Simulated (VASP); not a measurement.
# Al2Cu in VASP: further runs

Al2Cu is run at these levels: PBEsol; tasks: single point.

Everything below comes from runs of VASP 6.6.1. Logs are shortened: lines on timing, memory, paths and dates and some standing lists are left out, and cuts for length are marked.

## (1) The cell of the first run

Symmetry: I4/mmm, No. 139, tetragonal system. The conventional cell has a = 4.110 Å, b = 4.110 Å, c = 5.898 Å, α = 90.00°, β = 90.00°, γ = 90.00°. Within 3.3 Å of Al (site symmetry -4m2) lie 4 Cu at 2.53 Å and 6 Al at 2.91 to 2.95 Å. Cu (site symmetry 4/mmm) has 8 Al at 2.53 Å within 3.3 Å.

## (2) Single point, PBEsol (strain +0.015 along x and y, +0.030 along z)

INCAR reads:

```
SYSTEM = Al2Cu
ALGO     = Fast           ! electronic algorithm
EDIFF    = 1E-6           ! SCF threshold, eV
ENCUT    = 520            ! plane-wave cutoff, eV
GGA      = PS             ! functional
ISIF     = 2              ! what is computed and relaxed
ISMEAR   = 0              ! smearing method
LASPH    = .True.         ! aspherical terms in the spheres
LCHARG   = .False.        ! write CHGCAR
LREAL    = .False.        ! projectors in reciprocal space
LWAVE    = .False.        ! write WAVECAR
NBANDS   = 16             ! bands
NELM     = 80             ! most SCF steps
PREC     = Accurate       ! precision mode
SIGMA    = 0.15           ! smearing width, eV
```

KPOINTS reads:

```
k-points
0
Gamma
  16 16 16
  0 0 0
```

POSCAR reads:

```
Al2Cu
1.0
   -2.0550010200      2.0550010200      2.9489040758
    2.0550010200     -2.0550010200      2.9489040758
    2.0550010200      2.0550010200     -2.9489040758
Al Cu
2 1
Direct
    0.7500000000      0.2500000000      0.5000000000
    0.2500000000      0.7500000000      0.5000000000
    0.5000000000      0.5000000000      0.0000000000
```

Potentials or basis: VASP PAW PBE potentials, release 64 (Al, Cu).

On the command line:

```bash
cat potpaw_PBE.64/Al/POTCAR potpaw_PBE.64/Cu/POTCAR > POTCAR
mpirun -np 1 vasp_std > vasp.out
```

OUTCAR:

```text
SYSTEM = Al2Cu
   EDIFF = 1E-6
   ENCUT = 520
   GGA = PS
   ISIF = 2
   ISMEAR = 0
   LASPH = .True.
   LREAL = .False.
   NELM = 80
   PREC = Accurate

 ion  position               nearest neighbor table
   1  0.750  0.250  0.500-   3 2.53   3 2.53   3 2.53   3 2.53   2 2.91   2 2.91   2 2.91   2 2.91
                             2 2.95   2 2.95
   2  0.250  0.750  0.500-   3 2.53   3 2.53   3 2.53   3 2.53   1 2.91   1 2.91   1 2.91   1 2.91
                             1 2.95   1 2.95
   3  0.500  0.500  0.000-   2 2.53   1 2.53   2 2.53   1 2.53   1 2.53   2 2.53   1 2.53   2 2.53

  LATTYP: Found a body centered tetragonal cell.
 ALAT       =     4.1100020400
 C/A-ratio  =     1.4349891057

  Lattice vectors:

 A1 = (  -2.0550010200,   2.0550010200,   2.9489040758)
 A2 = (   2.0550010200,  -2.0550010200,   2.9489040758)
 A3 = (   2.0550010200,   2.0550010200,  -2.9489040758)

Analysis of symmetry for initial positions (statically):
=====================================================================
 Subroutine PRICEL returns:
 Original cell was already a primitive cell.

 Routine SETGRP: Setting up the symmetry group for a
 body centered tetragonal supercell.

 Subroutine GETGRP returns: Found 16 space group operations
 (whereof 16 operations were pure point group operations)
 out of a pool of 16 trial point group operations.

The static configuration has the point symmetry D_4h.

Analysis of symmetry for dynamics (positions and initial velocities):
=====================================================================
 Subroutine PRICEL returns:
 Original cell was already a primitive cell.

 Routine SETGRP: Setting up the symmetry group for a
 body centered tetragonal supercell.

 Subroutine GETGRP returns: Found 16 space group operations
 (whereof 16 operations were pure point group operations)
 out of a pool of 16 trial point group operations.

The dynamic configuration has the point symmetry D_4h.

 Subroutine INISYM returns: Found 16 space group operations
 (whereof 16 operations are pure point group operations),
 and found     1 'primitive' translations

----------------------------------------------------------------------------------------

                                     Primitive cell

  volume of cell :      49.8132

  direct lattice vectors                    reciprocal lattice vectors
    -2.055001020  2.055001020  2.948904076     0.000000000  0.243308882  0.169554515
     2.055001020 -2.055001020  2.948904076     0.243308882  0.000000000  0.169554515
     2.055001020  2.055001020 -2.948904076     0.243308882  0.243308882  0.000000000

  length of vectors
     4.140301152  4.140301152  4.140301152     0.296560189  0.296560189  0.344090720

  position of ions in fractional coordinates (direct lattice)
     0.750000000  0.250000000  0.500000000
     0.250000000  0.750000000  0.500000000
     0.500000000  0.500000000  0.000000000

  ion indices of the primitive-cell ions
   primitive index   ion index
                 1           1
                 2           2
                 3           3

----------------------------------------------------------------------------------------

 KPOINTS: k-points

Automatic generation of k-mesh.
 Grid dimensions read from file:
 generate k-points for:   16   16   16

 Generating k-lattice:

  Cartesian coordinates                     Fractional coordinates (reciprocal lattice)
     0.000000000  0.015206805  0.010597157     0.062500000  0.000000000  0.000000000
     0.015206805  0.000000000  0.010597157     0.000000000  0.062500000  0.000000000
     0.015206805  0.015206805  0.000000000     0.000000000  0.000000000  0.062500000

  Length of vectors
     0.018535012  0.018535012  0.021505670

  Shift w.r.t. Gamma in fractional coordinates (k-lattice)
     0.000000000  0.000000000  0.000000000

 Subroutine IBZKPT returns following result:
 ===========================================

 Found    349 irreducible k-points:

 Following reciprocal coordinates:
            Coordinates               Weight
  0.000000  0.000000  0.000000      1.000000
  0.062500  0.000000 -0.000000      8.000000
  0.125000  0.000000 -0.000000      8.000000
  0.187500  0.000000  0.000000      8.000000
  0.250000  0.000000 -0.000000      8.000000
  0.312500  0.000000  0.000000      8.000000
[... 16 lines left out ...]
 -0.125000  0.062500  0.000000     16.000000
 -0.062500  0.062500  0.000000      4.000000
 [... further k-points ...]
   k-points           NKPTS =    349   k-points in BZ     NKDIM =    349   number of bands    NBANDS=     16
   number of dos      NEDOS =    301   number of ions     NIONS =      3
   total plane-waves  NPLWV =  32768
   dimension x,y,z NGX =    32 NGY =   32 NGZ =   32
   dimension x,y,z NGXF=    64 NGYF=   64 NGZF=   64
   ions per type =               2   1
   NGX,Y,Z   is equivalent  to a cutoff of  12.85, 12.85, 12.85 a.u.
   NGXF,Y,Z  is equivalent  to a cutoff of  25.70, 25.70, 25.70 a.u.
 SYSTEM =  Al2Cu
   PREC   = accura    normal or accurate (medium, high low for compatibility)
   ISTART =      0    job   : 0-new  1-cont  2-samecut
   ICHARG =      2    charge: 1-file 2-atom 10-const
   ISPIN  =      1    spin polarized calculation?
   LNONCOLLINEAR =      F non collinear calculations
   LSORBIT =      F    spin-orbit coupling
   LASPH  =      T    aspherical Exc in radial PAW
   ENCUT  =  520.0 eV  38.22 Ry    6.18 a.u.   7.70  7.70  7.70*2*pi/ulx,y,z
   NELM   =     80;   NELMIN=  2; NELMDL= -5     # of ELM steps
   EDIFF  = 0.1E-05   stopping-criterion for ELM
   LREAL  =      F    real-space projection
   EDIFFG = 0.1E-04   stopping-criterion for IOM
   NSW    =      0    number of steps for IOM
   IBRION =     -1    ionic relax: 0-MD 1-quasi-New 2-CG
   NFREE  =      0    steps in history (QN), initial steepest desc. (CG)
   ISIF   =      2    stress and relaxation
   ISYM   =      2    0-nonsym 1-usesym 2-fastsym
   POTIM  = 0.5000    time-step for ionic-motion
   TEBEG  =    0.0;   TEEND  =   0.0 temperature during run
   PSTRESS=    0.0 pullay stress
   NELECT =      17.0000    total number of electrons
   NUPDOWN=      -1.0000    fix difference up-down
   EMIN   =  10.00;   EMAX   =-10.00  energy-range for DOS
   EFERMI =   0.00;   METHOD = LEGACY
   ISMEAR =     0;   SIGMA  =   0.15  broadening in eV -4-tet -1-fermi 0-gaus
   EFERMI_NEDOS =   21; number of points for ismear=-14 and -15
   IALGO  =     68    algorithm
   IMIX   =      4    mixing-type and parameters
     AMIX     =   0.40;   BMIX     =  1.00
     AMIX_MAG =   1.60;   BMIX_MAG =  1.00
  volume/ion in A,a.u.               =      16.60       112.05
  Fermi-wavevector in a.u.,A,eV,Ry     =   1.144044  2.161931 17.807818  1.308838
  Thomas-Fermi vector in A             =   2.280738
   LORBIT       =      0    0 simple, 1 ext, 2 COOP (PROOUT), +10 PAW based schemes
   GGA     = PS    functional components
   LHFCALC =     F    Hartree Fock is set to
   AEXX    =    0.0000 exact exchange contribution
   IVDW    =     0    specifies the selected vdW correction
   LEPSILON=     F    determine dielectric tensor
   LRPA    =     F    only Hartree local field effects (RPA)
 non-spin polarized calculation
 RMM-DIIS sequential band-by-band and
 Gauss-broadening in eV      SIGMA  =   0.15
  energy-cutoff  :      520.00
  volume of cell :       49.81
 maximum number of plane-waves:      1371
   NGX = 15   NGY = 15   NGZ = 15

 number of electron      16.9999992 magnetization

 Free energy of the ion-electron system (eV)
  ---------------------------------------------------
  ext. energy  EPLUGINS =         0.00000000
  ---------------------------------------------------
  free energy    TOTEN  =       -12.97084359 eV

  energy without entropy =      -12.96120784  energy(sigma->0) =      -12.96602572

 E-fermi :   6.5163     XC(G=0): -10.3897

 val. band max:        6.5066820871   @ k =  -0.1875   0.1250  -0.0000
 cond. band min:       6.5190514210   @ k =  -0.1250  -0.3750   0.1250
 fundamental gap:      0.0123693339
 Fermi energy:         6.5163125136

 k-point     1 :       0.0000    0.0000    0.0000
  band No.  band energies     occupation
      1      -3.4213      2.00000
      2       2.1152      2.00000
      3       2.1152      2.00000
      4       2.1297      2.00000
      5       2.6476      2.00000
      6       2.6702      2.00000
[... 8 lines left out ...]
     15      13.4058      0.00000
     16      13.4058      0.00000

 k-point     2 :       0.0625    0.0000   -0.0000
  band No.  band energies     occupation
      1      -3.3705      2.00000
      2       2.1010      2.00000
      3       2.1232      2.00000
      4       2.1343      2.00000
      5       2.6456      2.00000
      6       2.6680      2.00000
[... 8 lines left out ...]
     15      12.7969      0.00000
     16      13.1602      0.00000

 k-point     3 :       0.1250    0.0000   -0.0000
  band No.  band energies     occupation
      1      -3.2186      2.00000
      2       2.0493      2.00000
      3       2.1456      2.00000
      4       2.1548      2.00000
      5       2.6414      2.00000
      6       2.6627      2.00000
[... 8 lines left out ...]
     15      12.1896      0.00000
     16      12.8576      0.00000

 k-point     4 :       0.1875    0.0000    0.0000
  band No.  band energies     occupation
      1      -2.9669      2.00000
      2       1.9573      2.00000
      3       2.1772      2.00000
      4       2.1844      2.00000
      5       2.6389      2.00000
      6       2.6582      2.00000
[... 8 lines left out ...]
     15      12.2341      0.00000
     16      13.0564      0.00000
[... 324 lines left out ...]
 k-point    22 :      -0.1875    0.0625   -0.0000
  band No.  band energies     occupation
      1      -3.0148      2.00000
      2       1.9795      2.00000
      3       2.1712      2.00000
      4       2.1827      2.00000
      5       2.6267      2.00000
      6       2.6675      2.00000
[... 8 lines left out ...]
     15      12.6130      0.00000
     16      13.2179      0.00000

 k-point    23 :      -0.1250    0.0625    0.0000
  band No.  band energies     occupation
      1      -3.2340      2.00000
      2       2.0546      2.00000
      3       2.1422      2.00000
      4       2.1560      2.00000
      5       2.6375      2.00000
      6       2.6660      2.00000
[... 8 lines left out ...]
     15      12.7491      0.00000
     16      13.2532      0.00000

 k-point    24 :      -0.0625    0.0625    0.0000
  band No.  band energies     occupation
      1      -3.3529      2.00000
      2       2.0932      2.00000
      3       2.1248      2.00000
      4       2.1399      2.00000
      5       2.6462      2.00000
      6       2.6659      2.00000
[... 8 lines left out ...]
     15      13.0511      0.00000
     16      13.4882      0.00000

 [... further k-points ...]

------------------------ aborting loop because EDIFF is reached ----------------------------------------

  FORCE on cell =-STRESS in cart. coord.  units (eV):
  Direction    XX          YY          ZZ          XY          YZ          ZX
  --------------------------------------------------------------------------------------
  -------------------------------------------------------------------------------------
  Total       -1.4693481     -1.4693481     -1.8716600      0.0000000      0.0000000      0.0000000
  in kB      -47.2596546    -47.2596546    -60.1994923      0.0000000      0.0000000      0.0000000
  external PRESSURE =     -51.5729338 kB  Pullay stress =       0.0000000 kB

 VOLUME and BASIS-vectors are now :
 -----------------------------------------------------------------------------
  energy-cutoff  :      520.00
  volume of cell :       49.81
      direct lattice vectors                 reciprocal lattice vectors
    -2.055001020  2.055001020  2.948904076     0.000000000  0.243308882  0.169554515
     2.055001020 -2.055001020  2.948904076     0.243308882  0.000000000  0.169554515
     2.055001020  2.055001020 -2.948904076     0.243308882  0.243308882  0.000000000

 POSITION                                       TOTAL-FORCE (eV/Angst)
 -----------------------------------------------------------------------------------
      0.00000      2.05500      1.47445        -0.000000     -0.000000     -0.000000
      2.05500      0.00000      1.47445         0.000000      0.000000      0.000000
      0.00000      0.00000      2.94890         0.000000     -0.000000      0.000000
 -----------------------------------------------------------------------------------
    total drift:                               -0.000000      0.000000     -0.000000

  FREE ENERGIE OF THE ION-ELECTRON SYSTEM (eV)
  ---------------------------------------------------
  free  energy   TOTEN  =       -12.9708435938 eV

  energy  without entropy=      -12.9612078424  energy(sigma->0) =      -12.96602572
```

Wall time 7.8 min (1 thread of Intel Xeon 8259CL, shared host); peak memory 0.39 GiB.

Results:

- Free energy: -12.9708 eV
- Pressure: -5.2 GPa
- Band gap on the k mesh: zero (an odd number of electrons rules out a gap without spin polarisation)

Caveat: the cell differs from its parent crystal (strain +0.015 along x and y, +0.030 along z); the cell stands under tension; the PAW data sets were made with another functional, which shifts forces and pressure a little.

(Part 1 of 2 ends here.)
